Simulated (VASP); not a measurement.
Wanted: the native input for a VASP 6.6.1 run.

```
Task                   : electric field gradients
Functional             : PBE
Potentials or basis    : VASP PAW PBE potentials, release 64 (Mg)
Cutoff                 : 520 eV
k mesh                 : 12 × 12 × 7
Occupations            : fermi-dirac, width 0.08 eV
Spin                   : no spin polarisation
Dipole correction      : no
Further INCAR settings : ALGO = Normal; EDIFF = 1e-08; NBANDS = 9
```

The structure of Mg lies in POSCAR:

```
Mg
1.0
    3.2092715325     -0.0160463577     -0.0160463577
   -1.6185323196      2.7873338536     -0.0058733745
   -0.0260516500     -0.0260516500      5.2103300000
Mg
2
Direct
    0.3333333333      0.6666666667      0.2500000000
    0.6666666667      0.3333333333      0.7500000000
```

This cell differs from its parent crystal: equal xy, yz and zx shear strains of -1 %.

The input as run:

INCAR

```
SYSTEM = Mg
PREC     = Accurate       ! precision mode
ENCUT    = 520            ! plane-wave cutoff, eV
EDIFF    = 1E-8           ! SCF threshold, eV
ISMEAR   = -1             ! smearing method
SIGMA    = 0.08           ! smearing width, eV
LREAL    = .FALSE.        ! projectors in reciprocal space
LASPH    = .TRUE.         ! aspherical terms in the spheres
NELM     = 80             ! most SCF steps
ALGO     = Normal         ! electronic algorithm
ISIF     = 2              ! what is computed and relaxed
LWAVE    = .FALSE.        ! write WAVECAR
LCHARG   = .FALSE.        ! write CHGCAR
GGA      = PE             ! functional
LEFG     = .TRUE.       
NBANDS   = 9              ! bands
```

KPOINTS

```
Automatic mesh
0
G
  12 12 7
  0 0 0
```

Potentials or basis: VASP PAW PBE potentials, release 64 (Mg).

Run with:

```sh
$ cat potpaw_PBE.64/Mg/POTCAR > POTCAR
$ mpirun -np 1 vasp_std > vasp.out
```

Results of the run:

```
Pressure                                : -0.6 GPa
Largest force                           : 0.008 eV/Å
Band gap on the k mesh                  : zero (bands 2 and 3 overlap by 2.24 eV)
Largest electric field gradient by atom : Mg +1.0 V/Å²
```

Caveat: the cell differs from its parent crystal (equal xy, yz and zx shear strains of -1 %); without QUAD_EFG the Cq values of the log hold for a quadrupole moment of 1 mb, not for the nuclei.

It took 42 s on 1 thread of Intel(R) Xeon(R) 6975P-C (Granite Rapids), on a shared host, peak memory 0.32 GiB.
